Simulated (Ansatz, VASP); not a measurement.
## Al in VASP and in Ansatz

```
CELL_PARAMETERS angstrom
-1.60644 1.60644 1.60644
1.60644 -1.60644 1.60644
1.60644 1.60644 -1.60644
ATOMIC_POSITIONS crystal
Al 0.00000 0.00000 0.00000
```

Alike in both runs: task single point; functional PBEsol; k mesh 28 × 28 × 28; occupations gaussian, width 0.15 eV; no spin polarisation.

|  | VASP | Ansatz |
| --- | --- | --- |
| version | VASP 6.6.1 | Ansatz 0.2.0 |
| potentials or method | VASP PAW PBE potentials, release 64 (Al), cutoff 520 eV | scalar-relativistic, plane waves, PAW |
| valence electrons in the cell | 3 | 3 |

|  | VASP | Ansatz | Ansatz less VASP |
| --- | --- | --- | --- |
| gap on the k mesh at the Fermi level (eV) | none | none | - |
| pressure (GPa) | 0.0 | 0.0 | -0.06 |

VASP's potentials were made for PBE, not for PBEsol. A gap of «none» marks a metal or a gap that the smearing closes.
